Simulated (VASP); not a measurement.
Input of a VASP 6.6.1 run:

The input INCAR:

```
ALGO = Normal ; DIPOL = 0.5 0.5 0.500
EDIFF = 1E-6 ; ENCUT = 520
IDIPOL = 3 ; ISIF = 2
ISMEAR = -1 ; LASPH = True
LCHARG = True ; LDIPOL = True
LELF = True ; LREAL = False
LVACPOTAV = True ; LVHAR = True
LWAVE = False ; NBANDS = 38
NELM = 100 ; PREC = Accurate
SIGMA = 0.1
```

Contents of KPOINTS:

```
k-points
0
Gamma
  15 15 1
```

The input POSCAR:

```
Rh
1.0
    2.6552788867      0.0000000000      0.0000000000
    0.0000000000      2.6552788867      0.0000000000
    0.0000000000      0.0000000000     21.6327000000
Rh
4
Direct
    0.2500000000      0.2500000000      0.3698105849
    0.7500000000      0.7500000000      0.4566035280
    0.2500000000      0.2500000000      0.5433964715
    0.7500000000      0.7500000000      0.6301894151
```

Potentials or basis: VASP PAW LDA potentials, release 64 (Rh_pv).

Run with:

```console
$ cat potpaw_LDA.64/Rh_pv/POTCAR > POTCAR
$ mpirun -np 1 vasp_std > vasp.out
```

(1) What does it give for the largest force?

(2) What does it give for the band gap on the k mesh?

Results:

(1) 0.536 eV/Å.

(2) zero (bands 30 and 31 overlap by 1.51 eV).
